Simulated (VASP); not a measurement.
# Rh (Fm-3m) in VASP: a series of runs

Rh is run at these levels: PBEsol; tasks: single point.

Everything below comes from runs of VASP 6.6.1. Logs are shortened: lines on timing, memory, paths and dates and some standing lists are left out, and cuts for length are marked.

### Step 1. The cell of the first run

Symmetry: Fm-3m, No. 225, cubic system. The conventional cell has a = 3.790 Å, b = 3.790 Å, c = 3.790 Å, α = 90.00°, β = 90.00°, γ = 90.00°. Within 3.5 Å of Rh (site symmetry m-3m) lie 12 Rh at 2.68 Å.

### Step 2. Single point, PBEsol (volume scaled by 0.99)

INCAR reads:

```
ALGO     = Normal         # electronic algorithm
EDIFF    = 1E-6           # SCF threshold, eV
ENCUT    = 520            # plane-wave cutoff, eV
GGA      = PS             # functional
ISIF     = 2              # what is computed and relaxed
ISMEAR   = -1             # smearing method
LASPH    = True           # aspherical terms in the spheres
LCHARG   = False          # write CHGCAR
LREAL    = False          # projectors in reciprocal space
LWAVE    = False          # write WAVECAR
NBANDS   = 14             # bands
NELM     = 60             # most SCF steps
PREC     = Accurate       # precision mode
SIGMA    = 0.08           # smearing width, eV
```

KPOINTS reads:

```
k-points
0
Gamma
  16 16 16
```

POSCAR reads:

```
Rh
1.0
    0.0000000000      1.8951902535      1.8951902535
    1.8951902535      0.0000000000      1.8951902535
    1.8951902535      1.8951902535      0.0000000000
Rh
1
Direct
    0.0000000000      0.0000000000      0.0000000000
```

Potentials or basis: VASP PAW PBE potentials, release 64 (Rh_pv).

Started as:

```console
cat potpaw_PBE.64/Rh_pv/POTCAR > POTCAR
mpirun -np 1 vasp_std > vasp.out
```

OUTCAR:

```text
EDIFF = 1E-6
   ENCUT = 520
   GGA = PS
   ISIF = 2
   ISMEAR = -1
   LASPH = True
   LREAL = False
   NELM = 60
   PREC = Accurate

 ion  position               nearest neighbor table
   1  0.000  0.000  0.000-

  LATTYP: Found a face centered cubic cell.
 ALAT       =     3.7903805070

  Lattice vectors:

 A1 = (   0.0000000000,   1.8951902535,   1.8951902535)
 A2 = (   1.8951902535,   0.0000000000,   1.8951902535)
 A3 = (   1.8951902535,   1.8951902535,   0.0000000000)

Analysis of symmetry for initial positions (statically):
=====================================================================
 Subroutine PRICEL returns:
 Original cell was already a primitive cell.

 Routine SETGRP: Setting up the symmetry group for a
 face centered cubic supercell.

 Subroutine GETGRP returns: Found 48 space group operations
 (whereof 48 operations were pure point group operations)
 out of a pool of 48 trial point group operations.

The static configuration has the point symmetry O_h .

Analysis of symmetry for dynamics (positions and initial velocities):
=====================================================================
 Subroutine PRICEL returns:
 Original cell was already a primitive cell.

 Routine SETGRP: Setting up the symmetry group for a
 face centered cubic supercell.

 Subroutine GETGRP returns: Found 48 space group operations
 (whereof 48 operations were pure point group operations)
 out of a pool of 48 trial point group operations.

The dynamic configuration has the point symmetry O_h .

 Subroutine INISYM returns: Found 48 space group operations
 (whereof 48 operations are pure point group operations),
 and found     1 'primitive' translations

----------------------------------------------------------------------------------------

                                     Primitive cell

  volume of cell :      13.6141

  direct lattice vectors                    reciprocal lattice vectors
     0.000000000  1.895190254  1.895190254    -0.263825755  0.263825755  0.263825755
     1.895190254  0.000000000  1.895190254     0.263825755 -0.263825755  0.263825755
     1.895190254  1.895190254  0.000000000     0.263825755  0.263825755 -0.263825755

  length of vectors
     2.680203760  2.680203760  2.680203760     0.456959612  0.456959612  0.456959612

  position of ions in fractional coordinates (direct lattice)
     0.000000000  0.000000000  0.000000000

  ion indices of the primitive-cell ions
   primitive index   ion index
                 1           1

[... 74 lines left out ...]
   NSW    =      0    number of steps for IOM
   IBRION =     -1    ionic relax: 0-MD 1-quasi-New 2-CG
   NFREE  =      0    steps in history (QN), initial steepest desc. (CG)
   ISIF   =      2    stress and relaxation
   ISYM   =      2    0-nonsym 1-usesym 2-fastsym
   POTIM  = 0.5000    time-step for ionic-motion
   TEBEG  =    0.0;   TEEND  =   0.0 temperature during run
   PSTRESS=    0.0 pullay stress
   NELECT =      15.0000    total number of electrons
   NUPDOWN=      -1.0000    fix difference up-down
   EMIN   =  10.00;   EMAX   =-10.00  energy-range for DOS
   EFERMI =   0.00;   METHOD = LEGACY
   ISMEAR =    -1;   SIGMA  =   0.08  broadening in eV -4-tet -1-fermi 0-gaus
   EFERMI_NEDOS =   21; number of points for ismear=-14 and -15
   IALGO  =     38    algorithm
   IMIX   =      4    mixing-type and parameters
     AMIX     =   0.40;   BMIX     =  1.00
     AMIX_MAG =   1.60;   BMIX_MAG =  1.00
  volume/ion in A,a.u.               =      13.61        91.87
  Fermi-wavevector in a.u.,A,eV,Ry     =   1.690866  3.195273 38.899420  2.859027
  Thomas-Fermi vector in A             =   2.772736
   LORBIT       =      0    0 simple, 1 ext, 2 COOP (PROOUT), +10 PAW based schemes
   GGA     = PS    functional components
   LHFCALC =     F    Hartree Fock is set to
   AEXX    =    0.0000 exact exchange contribution
   IVDW    =     0    specifies the selected vdW correction
   LEPSILON=     F    determine dielectric tensor
   LRPA    =     F    only Hartree local field effects (RPA)
 non-spin polarized calculation
  energy-cutoff  :      520.00
  volume of cell :       13.61
 maximum number of plane-waves:       380
   NGX =  9   NGY =  9   NGZ =  9

 number of electron      15.0000007 magnetization

 Free energy of the ion-electron system (eV)
  ---------------------------------------------------
  ext. energy  EPLUGINS =         0.00000000
  ---------------------------------------------------
  free energy    TOTEN  =        -8.15093779 eV

  energy without entropy =       -8.12185461  energy(sigma->0) =       -8.13639620

 E-fermi :  11.9321     XC(G=0): -14.2813

 val. band max:       11.9261892488   @ k =  -0.3750   0.2500   0.0000
 cond. band min:      11.9326844603   @ k =  -0.1875   0.1250   0.0000
 fundamental gap:      0.0064952115
 Fermi energy:        11.9321473361

 k-point     1 :       0.0000    0.0000    0.0000
  band No.  band energies     occupation
      1     -34.4116      2.00000
      2     -34.4116      2.00000
      3     -34.4116      2.00000
      4       3.8090      2.00000
      5       8.7953      2.00000
      6       8.7953      2.00000
      7       8.7953      2.00000
      8      10.9412      1.99999
      9      10.9412      1.99999
     10      27.8625      0.00000
     11      32.2806      0.00000
     12      33.3693      0.00000
     13      33.3693      0.00000
     14      33.3693      0.00000
[... 377 lines left out ...]
      1     -34.4838      2.00000
      2     -34.4334      2.00000
      3     -34.4172      2.00000
      4       4.2258      2.00000
      5       8.5903      2.00000
      6       8.9438      2.00000
      7       8.9923      2.00000
      8      10.7490      2.00000
      9      10.9662      1.99999
     10      28.4600      0.00000
     11      31.6738      0.00000
     12      32.2863      0.00000
     13      33.4328      0.00000
     14      34.2379      0.00000

 [... further k-points ...]
[... 5 lines left out ...]
  --------------------------------------------------------------------------------------
  -------------------------------------------------------------------------------------
  Total       -0.1864460     -0.1864460     -0.1864460      0.0000000      0.0000000     -0.0000000
  in kB      -21.9419476    -21.9419476    -21.9419476      0.0000000      0.0000000     -0.0000000
  external PRESSURE =     -21.9419476 kB  Pullay stress =       0.0000000 kB

 VOLUME and BASIS-vectors are now :
 -----------------------------------------------------------------------------
  energy-cutoff  :      520.00
  volume of cell :       13.61
      direct lattice vectors                 reciprocal lattice vectors
     0.000000000  1.895190254  1.895190254    -0.263825755  0.263825755  0.263825755
     1.895190254  0.000000000  1.895190254     0.263825755 -0.263825755  0.263825755
     1.895190254  1.895190254  0.000000000     0.263825755  0.263825755 -0.263825755

 POSITION                                       TOTAL-FORCE (eV/Angst)
 -----------------------------------------------------------------------------------
      0.00000      0.00000      0.00000        -0.000000     -0.000000      0.000000
 -----------------------------------------------------------------------------------
    total drift:                                0.000000     -0.000000      0.000000

  FREE ENERGIE OF THE ION-ELECTRON SYSTEM (eV)
  ---------------------------------------------------
  free  energy   TOTEN  =        -8.1509377869 eV

  energy  without entropy=       -8.1218546140  energy(sigma->0) =       -8.13639620
```

stdout:

```text
POSCAR found type information on POSCAR Rh
 POSCAR found :  1 types and       1 ions
 scaLAPACK will be used
 -----------------------------------------------------------------------------
|                                                                             |
|                                                                             |
|     You enforced a specific xc type in the INCAR file but a different       |
|     I HOPE YOU KNOW WHAT YOU ARE DOING!                                     |
|                                                                             |
 -----------------------------------------------------------------------------

 LDA part: xc-table for (Slater+PW92), standard interpolation
 POSCAR, INCAR and KPOINTS ok, starting setup
 FFT: planning ... GRIDC
 FFT: planning ... GRID_SOFT
 FFT: planning ... GRID
 WAVECAR not read
 entering main loop
```

Run time: 8 s. Hardware: 1 thread of Intel Xeon 6975P-C (Granite Rapids), shared host; peak memory 0.14 GiB.

Results:

| Quantity | Value |
| --- | --- |
| Free energy | -8.1509 eV |
| Pressure | -2.2 GPa |

Caveat: the PAW data sets were made with another functional, which shifts forces and pressure a little.

[end of part 1 of 2]
